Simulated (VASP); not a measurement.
# YMn3 (Pm-3m) in VASP: a series of runs, part 2 of 2

VASP 6.6.1.

### 3 Single point, PBE, collinear spin, ferromagnetic start

INCAR

```
SYSTEM = YMn3
PREC = Accurate
ENCUT = 520
EDIFF = 1E-6
ISMEAR = 0
SIGMA = 0.05
LREAL = .FALSE.
LASPH = .TRUE.
NELM = 150
ALGO = Fast
ISIF = 2
LWAVE = .FALSE.
LCHARG = .FALSE.
ISPIN = 2
MAGMOM = 0 0.5 0.5 0.5
LORBIT = 11
LMAXMIX = 4
GGA = PE
NBANDS = 37
```

KPOINTS

```
Automatic mesh
0
G
  8 8 8
  0 0 0
```

POSCAR

```
YMn3
1.0
    4.1069131494      0.0000000000      0.0000000000
    0.0000000000      4.1069131494      0.0000000000
    0.0000000000      0.0000000000      4.1069131494
Y Mn
1 3
Direct
    0.0000000000      0.0000000000      0.0000000000
    0.0000000000      0.5000000000      0.5000000000
    0.5000000000      0.5000000000      0.0000000000
    0.5000000000      0.0000000000      0.5000000000
```

Potentials or basis: VASP PAW PBE potentials, release 64 (Y_sv, Mn_pv).

Command:

```sh
> cat potpaw_PBE.64/Y_sv/POTCAR potpaw_PBE.64/Mn_pv/POTCAR > POTCAR
> mpirun -np 1 vasp_std > vasp.out
```

OUTCAR:

```text
SYSTEM = YMn3
   PREC = Accurate
   ENCUT = 520
   EDIFF = 1E-6
   ISMEAR = 0
   LREAL = .FALSE.
   LASPH = .TRUE.
   NELM = 150
   ISIF = 2
   ISPIN = 2
   LORBIT = 11
   GGA = PE

 ion  position               nearest neighbor table
   1  0.000  0.000  0.000-   2 2.90   3 2.90   4 2.90   2 2.90   4 2.90   2 2.90   3 2.90   2 2.90
                             3 2.90   4 2.90   4 2.90   3 2.90
   2  0.000  0.500  0.500-   1 2.90   3 2.90   4 2.90   1 2.90   3 2.90   1 2.90   4 2.90   1 2.90
                             3 2.90   4 2.90   3 2.90   4 2.90
   3  0.500  0.500  0.000-   1 2.90   2 2.90   4 2.90   2 2.90   4 2.90   1 2.90   4 2.90   4 2.90
                             1 2.90   2 2.90   2 2.90   1 2.90
   4  0.500  0.000  0.500-   1 2.90   2 2.90   3 2.90   1 2.90   3 2.90   2 2.90   3 2.90   3 2.90
                             1 2.90   2 2.90   1 2.90   2 2.90

  LATTYP: Found a simple cubic cell.
 ALAT       =     4.1069131494

  Lattice vectors:

 A1 = (   4.1069131494,   0.0000000000,   0.0000000000)
 A2 = (   0.0000000000,   4.1069131494,   0.0000000000)
 A3 = (   0.0000000000,   0.0000000000,   4.1069131494)

Analysis of symmetry for initial positions (statically):
=====================================================================
 Subroutine PRICEL returns:
 Original cell was already a primitive cell.

 Routine SETGRP: Setting up the symmetry group for a
 simple cubic supercell.

 Subroutine GETGRP returns: Found 48 space group operations
 (whereof 48 operations were pure point group operations)
 out of a pool of 48 trial point group operations.

The static configuration has the point symmetry O_h .

Analysis of symmetry for dynamics (positions and initial velocities):
=====================================================================
 Subroutine PRICEL returns:
 Original cell was already a primitive cell.

 Routine SETGRP: Setting up the symmetry group for a
[... 171 lines left out ...]
  ---------------------------------------------------
  free energy    TOTEN  =       -31.97825274 eV

  energy without entropy =      -31.97504307  energy(sigma->0) =      -31.97664790

 E-fermi :   6.1004     XC(G=0): -11.5435

 val. band max:        6.0878170837   @ k =   0.5000   0.1250   0.0000
 cond. band min:       6.1119564960   @ k =   0.5000   0.2500   0.1250
 fundamental gap:      0.0241394123
 Fermi energy:         6.1003690047

 spin component 1

 k-point     1 :       0.0000    0.0000    0.0000
  band No.  band energies     occupation
      1     -43.2859      1.00000
      2     -43.2859      1.00000
      3     -43.2859      1.00000
      4     -43.2585      1.00000
      5     -43.2585      1.00000
      6     -43.2585      1.00000
[... 949 lines left out ...]
     36      11.1526      0.00000
     37      11.6956      0.00000

 [... further k-points ...]

 spin component 2

 k-point     1 :       0.0000    0.0000    0.0000
  band No.  band energies     occupation
      1     -39.8359      1.00000
      2     -39.8359      1.00000
      3     -39.8359      1.00000
      4     -39.8002      1.00000
      5     -39.8002      1.00000
      6     -39.8002      1.00000
[... 949 lines left out ...]
     36      12.2673      0.00000
     37      12.4297      0.00000

 [... further k-points ...]
[... 5 lines left out ...]
  --------------------------------------------------------------------------------------
  -------------------------------------------------------------------------------------
  Total       -0.0329244     -0.0329244     -0.0329244      0.0000000      0.0000000      0.0000000
  in kB       -0.7615218     -0.7615218     -0.7615218      0.0000000      0.0000000      0.0000000
  external PRESSURE =      -0.7615218 kB  Pullay stress =       0.0000000 kB

 VOLUME and BASIS-vectors are now :
 -----------------------------------------------------------------------------
  energy-cutoff  :      520.00
  volume of cell :       69.27
      direct lattice vectors                 reciprocal lattice vectors
     4.106913149  0.000000000  0.000000000     0.243491879  0.000000000  0.000000000
     0.000000000  4.106913149  0.000000000     0.000000000  0.243491879  0.000000000
     0.000000000  0.000000000  4.106913149     0.000000000  0.000000000  0.243491879

 POSITION                                       TOTAL-FORCE (eV/Angst)
 -----------------------------------------------------------------------------------
      0.00000      0.00000      0.00000         0.000000      0.000000      0.000000
      0.00000      2.05346      2.05346         0.000000      0.000000      0.000000
      2.05346      2.05346      0.00000         0.000000      0.000000      0.000000
      2.05346      0.00000      2.05346         0.000000      0.000000      0.000000
 -----------------------------------------------------------------------------------
    total drift:                                0.000000     -0.000000     -0.000000

  FREE ENERGIE OF THE ION-ELECTRON SYSTEM (eV)
  ---------------------------------------------------
  free  energy   TOTEN  =       -31.9782527351 eV

  energy  without entropy=      -31.9750430716  energy(sigma->0) =      -31.97664790

 total charge

# of ion       s       p       d       f       tot
--------------------------------------------------
    1        2.305   6.383   1.249   0.052   9.990
    2        0.338   6.204   4.997   0.000  11.540
    3        0.338   6.204   4.997   0.000  11.540
    4        0.338   6.204   4.997   0.000  11.540
--------------------------------------------------
tot          3.321  24.995  16.242   0.052  44.609

 magnetization (x)

# of ion       s       p       d       f       tot
--------------------------------------------------
    1       -0.029   0.032  -0.233   0.012  -0.218
    2        0.007   0.010   3.242   0.000   3.259
    3        0.007   0.010   3.242   0.000   3.259
    4        0.007   0.010   3.242   0.000   3.259
--------------------------------------------------
tot         -0.009   0.063   9.493   0.012   9.559
```

It took 4 min on 1 thread of Intel Xeon Platinum 8488C (Sapphire Rapids), shared host; peak memory 0.3 GiB.

Results:

* Free energy: -31.9783 eV
* Pressure: -0.1 GPa
* Net moment: 9.86 μB per cell
* Site moments: Y -0.22; Mn +3.26 μB
* Valence electrons inside the program's atomic spheres: Y 9.99; Mn 11.54

### 4 Single point, PBE, collinear spin, ferromagnetic start

INCAR

```
SYSTEM = YMn3
PREC = Accurate
ENCUT = 520
EDIFF = 1E-6
ISMEAR = 0
SIGMA = 0.05
LREAL = .False.
LASPH = .True.
NELM = 150
ALGO = Fast
ISIF = 2
LWAVE = .False.
LCHARG = .False.
ISPIN = 2
MAGMOM = 0 3.65 3.65 3.65
LORBIT = 11
LMAXMIX = 4
GGA = PE
NBANDS = 37
```

KPOINTS

```
Automatic mesh
0
Gamma
  8 8 8
  0 0 0
```

POSCAR is that of step 3.

Command:

```sh
> cat potpaw_PBE.64/Y_sv/POTCAR potpaw_PBE.64/Mn_pv/POTCAR > POTCAR
> mpirun -np 1 vasp_std > vasp.out
```

Run time: 3.4 min. Hardware: 1 thread of Intel Xeon Platinum 8488C (Sapphire Rapids), shared host; peak memory 0.3 GiB.

It converged, with:

| Item | Value |
| --- | --- |
| Free energy | -31.9783 eV |
| Pressure | -0.1 GPa |
| Net moment | 9.86 μB per cell |
| Site moments | Y -0.22; Mn +3.26 μB |
| Valence electrons inside the program's atomic spheres | Y 9.99; Mn 11.54 |

Levels at points of the mesh, in eV from the Fermi level:
Spin up:
| k point | band 28 | band 29 | band 30 | band 31 | band 32 | band 33 |
| --- | --- | --- | --- | --- | --- | --- |
| (0.00, 0.00, 0.00) | -0.42 | -0.42 | 2.21 | 2.21 | 2.21 | 2.47 |
| (0.50, 0.00, 0.00) | -1.50 | -1.07 | -0.42 | 1.54 | 1.54 | 2.01 |
| (0.50, 0.50, 0.00) | -1.57 | -1.30 | -1.16 | 0.81 | 0.81 | 2.42 |
| (0.50, 0.50, 0.50) | -0.64 | -0.58 | 0.78 | 0.78 | 0.78 | 1.50 |
Spin down:
```csv
k point,band 17,band 18,band 19,band 20,band 21,band 22,band 23,band 24
"(0.00, 0.00, 0.00)",-1.34,-1.24,-1.24,-1.24,0.95,0.95,0.95,2.22
"(0.50, 0.00, 0.00)",-0.74,-0.41,-0.41,-0.29,-0.16,0.09,0.09,1.02
"(0.50, 0.50, 0.00)",-1.82,-0.29,-0.26,-0.26,0.09,0.09,0.36,0.48
"(0.50, 0.50, 0.50)",-1.28,-0.14,0.59,0.59,0.59,1.08,1.08,1.08
```
